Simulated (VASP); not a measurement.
# Al (P6/mmm) in VASP: a series of runs

Runs on Al. Level: PBE. Tasks: single point.

Program: VASP 6.6.1. These are calculated values, not measurements. Logs are shortened: lines on timing, memory, paths and dates and some standing lists are left out, and cuts for length are marked.

### Step 1. The cell of the first run

It takes space group P6/mmm (No. 191, hexagonal). Conventional cell: a = 4.492 Å, b = 4.492 Å, c = 2.723 Å, α = 90.00°, β = 90.00°, γ = 120.00°. Al (site symmetry -6m2) has 5 Al at 2.59 to 2.72 Å within 3.4 Å.

### Step 2. Single point, PBE

The input, INCAR:

```
SYSTEM = Al
PREC = Accurate ; ENCUT = 520
EDIFF = 1E-7 ; ISMEAR = -1
SIGMA = 0.05 ; LREAL = .FALSE.
LASPH = .TRUE. ; NELM = 60
ALGO = Fast ; ISIF = 2
LWAVE = .FALSE. ; LCHARG = .FALSE.
GGA = PE ; NBANDS = 10
```

The input, KPOINTS:

```
regular mesh
0
G
  7 7 10
  0 0 0
```

The input, POSCAR:

```
Al
1.0
    4.4916000000      0.0000000000      0.0000000000
   -2.2458000000      3.8898400000      0.0000000000
    0.0000000000      0.0000000000      2.7226000000
Al
2
Direct
    0.3333300000      0.6666700000      0.0000000000
    0.6666700000      0.3333300000      0.0000000000
```

Potentials or basis: VASP PAW PBE potentials, release 64 (Al).

Run with:

```
$ cat potpaw_PBE.64/Al/POTCAR > POTCAR
$ mpirun -np 1 vasp_std > vasp.out
```

OUTCAR:

```text
SYSTEM = Al
   PREC = Accurate
   ENCUT = 520
   EDIFF = 1E-7
   ISMEAR = -1
   LREAL = .FALSE.
   LASPH = .TRUE.
   NELM = 60
   ISIF = 2
   GGA = PE

 ion  position               nearest neighbor table
   1  0.333  0.667  0.000-   2 2.59   2 2.59   2 2.59
   2  0.667  0.333  0.000-   1 2.59   1 2.59   1 2.59

  LATTYP: Found a hexagonal cell.
 ALAT       =     4.4916000000
 C/A-ratio  =     0.6061537091

  Lattice vectors:

 A1 = (   4.4916000000,   0.0000000000,   0.0000000000)
 A2 = (  -2.2458000000,   3.8898400000,   0.0000000000)
 A3 = (   0.0000000000,   0.0000000000,   2.7226000000)

Analysis of symmetry for initial positions (statically):
=====================================================================
 Subroutine PRICEL returns:
 Original cell was already a primitive cell.

 Routine SETGRP: Setting up the symmetry group for a
 hexagonal supercell.

 Subroutine GETGRP returns: Found  8 space group operations
 (whereof  8 operations were pure point group operations)
 out of a pool of 24 trial point group operations.

The static configuration has the point symmetry D_2h.

Analysis of symmetry for dynamics (positions and initial velocities):
=====================================================================
 Subroutine PRICEL returns:
 Original cell was already a primitive cell.

 Routine SETGRP: Setting up the symmetry group for a
 hexagonal supercell.

 Subroutine GETGRP returns: Found  8 space group operations
 (whereof  8 operations were pure point group operations)
 out of a pool of 24 trial point group operations.

The dynamic configuration has the point symmetry D_2h.

 Subroutine INISYM returns: Found  8 space group operations
 (whereof  8 operations are pure point group operations),
 and found     1 'primitive' translations

----------------------------------------------------------------------------------------

                                     Primitive cell

  volume of cell :      47.5682

  direct lattice vectors                    reciprocal lattice vectors
     4.491600000  0.000000000  0.000000000     0.222637813  0.128539991  0.000000000
    -2.245800000  3.889840000  0.000000000     0.000000000  0.257079983  0.000000000
     0.000000000  0.000000000  2.722600000     0.000000000  0.000000000  0.367295967

  length of vectors
     4.491600000  4.491600257  2.722600000     0.257079997  0.257079983  0.367295967

  position of ions in fractional coordinates (direct lattice)
     0.333330000  0.666670000  0.000000000
     0.666670000  0.333330000  0.000000000

  ion indices of the primitive-cell ions
   primitive index   ion index
                 1           1
                 2           2

----------------------------------------------------------------------------------------

 KPOINTS: regular mesh

Automatic generation of k-mesh.
 Grid dimensions read from file:
 generate k-points for:    7    7   10

 Generating k-lattice:

  Cartesian coordinates                     Fractional coordinates (reciprocal lattice)
     0.031805402  0.018362856  0.000000000     0.142857143  0.000000000  0.000000000
     0.000000000  0.036725712  0.000000000     0.000000000  0.142857143  0.000000000
     0.000000000  0.000000000  0.036729597     0.000000000  0.000000000  0.100000000

  Length of vectors
     0.036725714  0.036725712  0.036729597

  Shift w.r.t. Gamma in fractional coordinates (k-lattice)
     0.000000000  0.000000000  0.000000000

 Subroutine IBZKPT returns following result:
 ===========================================

 Found     96 irreducible k-points:

 Following reciprocal coordinates:
            Coordinates               Weight
  0.000000  0.000000  0.000000      1.000000
  0.142857  0.000000  0.000000      4.000000
 -0.142857  0.142857  0.000000      2.000000
  0.285714  0.000000  0.000000      4.000000
 -0.285714  0.285714  0.000000      2.000000
  0.428571  0.000000  0.000000      4.000000
[... 16 lines left out ...]
 -0.428571  0.428571  0.100000      4.000000
  0.142857  0.142857  0.100000      4.000000
 [... further k-points ...]
   k-points           NKPTS =     96   k-points in BZ     NKDIM =     96   number of bands    NBANDS=     10
   number of dos      NEDOS =    301   number of ions     NIONS =      2
   total plane-waves  NPLWV =  25920
   dimension x,y,z NGX =    36 NGY =   36 NGZ =   20
   dimension x,y,z NGXF=    72 NGYF=   72 NGZF=   40
   ions per type =               2
   NGX,Y,Z   is equivalent  to a cutoff of  13.32, 13.32, 12.21 a.u.
   NGXF,Y,Z  is equivalent  to a cutoff of  26.65, 26.65, 24.42 a.u.
 SYSTEM =  Al
   PREC   = accura    normal or accurate (medium, high low for compatibility)
   ISTART =      0    job   : 0-new  1-cont  2-samecut
   ICHARG =      2    charge: 1-file 2-atom 10-const
   ISPIN  =      1    spin polarized calculation?
   LNONCOLLINEAR =      F non collinear calculations
   LSORBIT =      F    spin-orbit coupling
   LASPH  =      T    aspherical Exc in radial PAW
   ENCUT  =  520.0 eV  38.22 Ry    6.18 a.u.   8.35  8.35  5.06*2*pi/ulx,y,z
   NELM   =     60;   NELMIN=  2; NELMDL= -5     # of ELM steps
   EDIFF  = 0.1E-06   stopping-criterion for ELM
   LREAL  =      F    real-space projection
   EDIFFG = 0.1E-05   stopping-criterion for IOM
   NSW    =      0    number of steps for IOM
   IBRION =     -1    ionic relax: 0-MD 1-quasi-New 2-CG
   NFREE  =      0    steps in history (QN), initial steepest desc. (CG)
   ISIF   =      2    stress and relaxation
   ISYM   =      2    0-nonsym 1-usesym 2-fastsym
   POTIM  = 0.5000    time-step for ionic-motion
   TEBEG  =    0.0;   TEEND  =   0.0 temperature during run
   PSTRESS=    0.0 pullay stress
   NELECT =       6.0000    total number of electrons
   NUPDOWN=      -1.0000    fix difference up-down
   EMIN   =  10.00;   EMAX   =-10.00  energy-range for DOS
   EFERMI =   0.00;   METHOD = LEGACY
   ISMEAR =    -1;   SIGMA  =   0.05  broadening in eV -4-tet -1-fermi 0-gaus
   EFERMI_NEDOS =   21; number of points for ismear=-14 and -15
   IALGO  =     68    algorithm
   IMIX   =      4    mixing-type and parameters
     AMIX     =   0.40;   BMIX     =  1.00
     AMIX_MAG =   1.60;   BMIX_MAG =  1.00
  volume/ion in A,a.u.               =      23.78       160.50
  Fermi-wavevector in a.u.,A,eV,Ry     =   0.821019  1.551500  9.171302  0.674072
  Thomas-Fermi vector in A             =   1.932104
   LORBIT       =      0    0 simple, 1 ext, 2 COOP (PROOUT), +10 PAW based schemes
   GGA     = PE    functional components
   LHFCALC =     F    Hartree Fock is set to
   AEXX    =    0.0000 exact exchange contribution
   IVDW    =     0    specifies the selected vdW correction
   LEPSILON=     F    determine dielectric tensor
   LRPA    =     F    only Hartree local field effects (RPA)
 non-spin polarized calculation
 RMM-DIIS sequential band-by-band and
  energy-cutoff  :      520.00
  volume of cell :       47.57
 maximum number of plane-waves:      1301
 NGX is ok and might be reduce to    36
   NGX = 17   NGY = 17   NGZ = 11

 number of electron       6.0000000 magnetization

 Free energy of the ion-electron system (eV)
  ---------------------------------------------------
  ext. energy  EPLUGINS =         0.00000000
  ---------------------------------------------------
  free energy    TOTEN  =        -6.50893814 eV

  energy without entropy =       -6.50399752  energy(sigma->0) =       -6.50646783

 E-fermi :   4.2001     XC(G=0):  -8.5920

 val. band max:        4.1211796855   @ k =   0.2857   0.0000   0.3000
 cond. band min:       4.2126955422   @ k =   0.4286   0.4286   0.4000
 fundamental gap:      0.0915158567
 Fermi energy:         4.2000537646

 k-point     1 :       0.0000    0.0000    0.0000
  band No.  band energies     occupation
      1      -4.7403      2.00000
      2       3.3351      2.00000
      3       3.3353      2.00000
      4       3.8030      1.99929
      5       6.4298      0.00000
      6       6.4301      0.00000
      7       9.7300      0.00000
      8      13.7738      0.00000
      9      14.2840      0.00000
     10      20.3686      0.00000

 k-point     2 :       0.1429    0.0000    0.0000
  band No.  band energies     occupation
      1      -4.5634      2.00000
      2       1.6639      2.00000
      3       3.0313      2.00000
      4       4.9800      0.00000
      5       6.5597      0.00000
      6       7.1010      0.00000
      7      10.7471      0.00000
      8      13.9191      0.00000
      9      14.3292      0.00000
     10      19.0592      0.00000

 k-point     3 :      -0.1429    0.1429    0.0000
  band No.  band energies     occupation
      1      -4.5634      2.00000
      2       1.6640      2.00000
      3       3.0312      2.00000
      4       4.9800      0.00000
      5       6.5597      0.00000
      6       7.1011      0.00000
      7      10.7471      0.00000
      8      13.9191      0.00000
      9      14.3292      0.00000
     10      19.0602      0.00000

 k-point     4 :       0.2857    0.0000    0.0000
  band No.  band energies     occupation
      1      -4.0481      2.00000
      2      -0.0767      2.00000
      3       2.5517      2.00000
      4       4.7123      0.00007
      5       8.2837      0.00000
      6       8.6796      0.00000
      7      12.7847      0.00000
      8      14.3131      0.00000
      9      14.3403      0.00000
     10      16.2054      0.00000
[... 222 lines left out ...]
 k-point    22 :       0.4286    0.0000    0.1000
  band No.  band energies     occupation
      1      -3.1158      2.00000
      2      -1.2551      2.00000
      3       2.4436      2.00000
      4       4.5548      0.00166
      5      10.2828      0.00000
      6      10.9618      0.00000
      7      11.4539      0.00000
      8      13.4967      0.00000
      9      14.0221      0.00000
     10      14.6005      0.00000

 k-point    23 :      -0.4286    0.4286    0.1000
  band No.  band energies     occupation
      1      -3.1159      2.00000
      2      -1.2549      2.00000
      3       2.4435      2.00000
      4       4.5547      0.00166
      5      10.2828      0.00000
      6      10.9619      0.00000
      7      11.4540      0.00000
      8      13.4968      0.00000
      9      14.0220      0.00000
     10      14.6007      0.00000

 k-point    24 :       0.1429    0.1429    0.1000
  band No.  band energies     occupation
      1      -4.0186      2.00000
      2       0.6307      2.00000
      3       2.5197      2.00000
      4       6.0084      0.00000
      5       6.5756      0.00000
      6       8.9662      0.00000
      7      10.7000      0.00000
      8      13.1093      0.00000
      9      15.7890      0.00000
     10      16.1716      0.00000

 [... further k-points ...]
[... 5 lines left out ...]
  --------------------------------------------------------------------------------------
  -------------------------------------------------------------------------------------
  Total        0.5884505      0.5888507      0.2754626      0.0003465      0.0000000      0.0000000
  in kB       19.8200088     19.8334884      9.2780461      0.0116711      0.0000000      0.0000000
  external PRESSURE =      16.3105144 kB  Pullay stress =       0.0000000 kB

 VOLUME and BASIS-vectors are now :
 -----------------------------------------------------------------------------
  energy-cutoff  :      520.00
  volume of cell :       47.57
      direct lattice vectors                 reciprocal lattice vectors
     4.491600000  0.000000000  0.000000000     0.222637813  0.128539991  0.000000000
    -2.245800000  3.889840000  0.000000000     0.000000000  0.257079983  0.000000000
     0.000000000  0.000000000  2.722600000     0.000000000  0.000000000  0.367295967

 POSITION                                       TOTAL-FORCE (eV/Angst)
 -----------------------------------------------------------------------------------
     -0.00002      2.59324      0.00000         0.000298     -0.000172      0.000000
      2.24582      1.29660      0.00000        -0.000298      0.000172      0.000000
 -----------------------------------------------------------------------------------
    total drift:                               -0.000000      0.000000     -0.000000

  FREE ENERGIE OF THE ION-ELECTRON SYSTEM (eV)
  ---------------------------------------------------
  free  energy   TOTEN  =        -6.5089381436 eV

  energy  without entropy=       -6.5039975250  energy(sigma->0) =       -6.50646783
```

Wall time 14 s (1 thread of Intel Xeon 6975P-C (Granite Rapids), shared host); peak memory 0.17 GiB.

Results:

```
Free energy            : -6.5089 eV
Pressure               : 1.6 GPa
Band gap on the k mesh : zero (band 3 reaches 6.66 eV, above the bottom of band 4 at 3.19 eV)
```

### Step 3. Single point, PBE

The input, INCAR:

```
ALGO = Normal
EDIFF = 1E-6
ENCUT = 520
GGA = PE
ISIF = 2
ISMEAR = -1
LASPH = True
LCHARG = True
LELF = True
LREAL = False
LVHAR = True
LWAVE = False
NBANDS = 10
NELM = 60
PREC = Accurate
SIGMA = 0.05
```

The input, KPOINTS:

```
k-points
0
Gamma
  7 7 10
```

POSCAR is that of step 2.

Potentials or basis: VASP PAW PBE potentials, release 64 (Al).

Run with:

```
$ cat potpaw_PBE.64/Al/POTCAR > POTCAR
$ mpirun -np 1 vasp_std > vasp.out
```

It took 12 s on 1 thread of Intel Xeon 6975P-C (Granite Rapids), shared host; peak memory 0.18 GiB.

It converged, with:

```
Free energy            : -6.5089 eV
Pressure               : 1.6 GPa
Band gap on the k mesh : zero (band 3 reaches 6.66 eV, above the bottom of band 4 at 3.19 eV)
```

Stress tensor (GPa, compression positive):
```
1.98 0.00 0.00
0.00 1.98 0.00
0.00 0.00 0.93
```

Levels at points of the mesh, in eV from the Fermi level:
```csv
k point,band 1,band 2,band 3,band 4,band 5,band 6,band 7
"(0.00, 0.00, 0.00)",-8.94,-0.87,-0.86,-0.40,2.23,2.23,5.53
"(0.00, 0.00, 0.50)",-4.48,-3.64,2.46,2.46,2.82,5.42,5.42
```

### Step 4. Single point, PBE

This run uses another cell than the first one, of 24.26 Å³/atom, 1.020 times its volume.

The input, INCAR:

```
PREC     = Accurate       # precision mode
ENCUT    = 520            # plane-wave cutoff, eV
EDIFF    = 1E-6           # SCF threshold, eV
ISMEAR   = -1             # smearing method
SIGMA    = 0.05           # smearing width, eV
LREAL    = F              # projectors in reciprocal space
LASPH    = T              # aspherical terms in the spheres
NELM     = 80             # most SCF steps
ALGO     = Normal         # electronic algorithm
ISIF     = 2              # what is computed and relaxed
LWAVE    = F              # write WAVECAR
LCHARG   = F              # write CHGCAR
GGA      = PE             # functional
NBANDS   = 10             # bands
```

The input, KPOINTS:

```
Automatic mesh
0
Gamma
  7 7 10
```

The input, POSCAR:

```
Al
1.0
    4.5213465623      0.0000000000      0.0000000000
   -2.2606732811      3.9156012806      0.0000000000
    0.0000000000      0.0000000000      2.7406309890
Al
2
Direct
    0.3333300000      0.6666700000      0.0000000000
    0.6666700000      0.3333300000      0.0000000000
```

Run with:

```
$ cat potpaw_PBE.64/Al/POTCAR > POTCAR
$ mpirun -np 1 vasp_std > vasp.out
```

Run time: 9.3 s. Hardware: 1 thread of Intel Xeon 6975P-C (Granite Rapids), shared host; peak memory 0.18 GiB.

The run converged. Its results:

```
Free energy            : -6.5157 eV
Pressure               : 0.7 GPa
Band gap on the k mesh : zero (band 3 reaches 6.46 eV, above the bottom of band 4 at 3.07 eV)
```

Stress tensor (GPa, compression positive):
```
0.98 0.00 0.00
0.00 0.98 0.00
0.00 0.00 0.04
```

Levels at points of the mesh, in eV from the Fermi level:
```csv
k point,band 1,band 2,band 3,band 4,band 5,band 6,band 7,band 8
"(0.00, 0.00, 0.00)",-8.84,-0.85,-0.85,-0.46,2.24,2.24,5.52,9.42
"(0.00, 0.00, 0.50)",-4.46,-3.57,2.41,2.41,2.76,5.41,5.41,5.73
```
